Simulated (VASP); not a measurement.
Wanted: the native input for a VASP 6.6.1 run.

| Property | Result |
| --- | --- |
| Task | single point |
| Functional | PBE |
| Dispersion | D3(BJ) |
| Potentials or basis | VASP PAW PBE potentials, release 64 (C) |
| Cutoff | 520 eV |
| k mesh | 18 × 18 × 2 |
| Occupations | gaussian, width 0.1 eV |
| Spin | no spin polarisation |
| Dipole correction | no |
| Further INCAR settings | ALGO = Normal; EDIFF = 1e-06; NBANDS = 16 |

The structure of C lies in POSCAR:

```
C
1.0
    2.4593679314      0.0000000000      0.0000000000
   -1.2296839657      2.1298751059      0.0000000000
    0.0000000000      0.0000000000      6.3428032547
C
4
Direct
    0.0000000000      0.0000000000      0.7500079809
    0.0000000000      0.0000000000      0.2499920191
    0.3333333333      0.6666666667      0.2499829553
    0.6666666667      0.3333333333      0.7500170447
```

One way to write it, as run:

INCAR

```
PREC = Accurate
ENCUT = 520
EDIFF = 1E-6
ISMEAR = 0
SIGMA = 0.1
LREAL = F
LASPH = T
NELM = 60
ALGO = Normal
ISIF = 2
LWAVE = F
LCHARG = F
GGA = PE
IVDW = 12
NBANDS = 16
```

KPOINTS

```
regular mesh
0
Gamma
  18 18 2
```

Potentials or basis: VASP PAW PBE potentials, release 64 (C).

The run is started by

```sh
$ cat potpaw_PBE.64/C/POTCAR > POTCAR
$ mpirun -np 1 vasp_std > vasp.out
```

It gave:

* Pressure: 3.5 GPa
* Band gap on the k mesh: zero (bands 8 and 9 overlap by 0.03 eV)
* Dispersion energy per atom: -0.167 eV

Caveat: the k points lie up to 0.50 Å⁻¹ apart.

Wall time 34 s on 1 thread of Intel Xeon 8259CL, with other jobs on the host, peak memory 0.17 GiB.
